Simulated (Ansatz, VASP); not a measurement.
**One calculation of SiO2, two programs**

INCAR

```
  PREC = Accurate
  ENCUT = 520
  EDIFF = 1E-6
  ISMEAR = -1
  SIGMA = 0.03
  LREAL = F
  LASPH = T
  NELM = 100
  ALGO = Normal
  ISIF = 2
  LWAVE = F
  LCHARG = F
  GGA = PS
  NBANDS = 25
```

KPOINTS

```
Automatic mesh
0
Gamma
  7 7 7
```

File POSCAR:

```
SiO2
1.0
   -2.3503095000      2.3503095000      3.7440000000
    2.3503095000     -2.3503095000      3.7440000000
    2.3503095000      2.3503095000     -3.7440000000
Si O
2 4
Direct
    0.0000000000      0.0000000000      0.0000000000
    0.7500000000      0.2500000000      0.5000000000
    0.9983800000      0.6250000000      0.8733800000
    0.3750000000      0.2483800000      0.3733800000
    0.7516200000      0.1250000000      0.1266200000
    0.8750000000      0.0016200000      0.6266200000
```

Input for Ansatz:

```yaml
crystal:
  lattice:
    - [-2.3503095, 2.3503095, 3.744]
    - [2.3503095, -2.3503095, 3.744]
    - [2.3503095, 2.3503095, -3.744]
  atoms:
    - { symbol: Si, position: [0.0, 0.0, 0.0] }
    - { symbol: Si, position: [0.75, 0.25, 0.5] }
    - { symbol: O, position: [0.99838, 0.625, 0.87338] }
    - { symbol: O, position: [0.375, 0.24838, 0.37338] }
    - { symbol: O, position: [0.75162, 0.125, 0.12662] }
    - { symbol: O, position: [0.875, 0.00162, 0.62662] }
kpoints:
  mp_grid: { grid: [7, 7, 7] }
  band_path:
    path:
      - [0.0, 0.0, 0.0]
      - [0.0, 0.0, 0.5]
      - [0.25, 0.25, 0.25]
      - [0.0, 0.5, 0.0]
      - [0.0, 0.0, 0.0]
      - [0.5, 0.5, -0.5]
      - [0.3485186474, 0.6514813526, -0.3485186474]
      - [-0.3485186474, 0.3485186474, 0.3485186474]
      - [0.0, 0.0, 0.0]
    npoints: 5
scf:
  occupations: { method: fermi_dirac, width: 0.03 }
hamiltonian:
  xc: pbesol
  pseudopotentials: { kind: all_electron, lapw: { basis_error: 0.001 } }
output:
  forces: true
  stress: true
  eigenvalues: true
```

Change from the starting cell: equal xx and yy strain of -1 %.

Alike in both runs: task single point; functional PBEsol; k mesh 7 × 7 × 7; occupations fermi-dirac, width 0.03 eV; no spin polarisation.

|  | VASP | Ansatz |
| --- | --- | --- |
| version | VASP 6.6.1 | Ansatz 0.2.0 |
| potentials or method | VASP PAW PBE potentials, release 64 (Si, O), cutoff 520 eV | all-electron LAPW, scalar-relativistic |

Ansatz gave:

- gap on the k mesh at the Fermi level (eV): 6.10
- pressure (GPa): 4.5
- traceless stress, the component that is largest in VASP (GPa): -1.67
- rms of the force components (eV/Å): 0.125

Which values does VASP return?

gap on the k mesh at the Fermi level (eV): 6.09; pressure (GPa): 5.2; traceless stress, the component that is largest in VASP (GPa): -1.57; rms of the force components (eV/Å): 0.145.

VASP's potentials were made for PBE, not for PBEsol. Atom by atom the forces differ by 0.019 eV/Å (rms over components). Ansatz ran all-electron here, and VASP with PAW potentials.
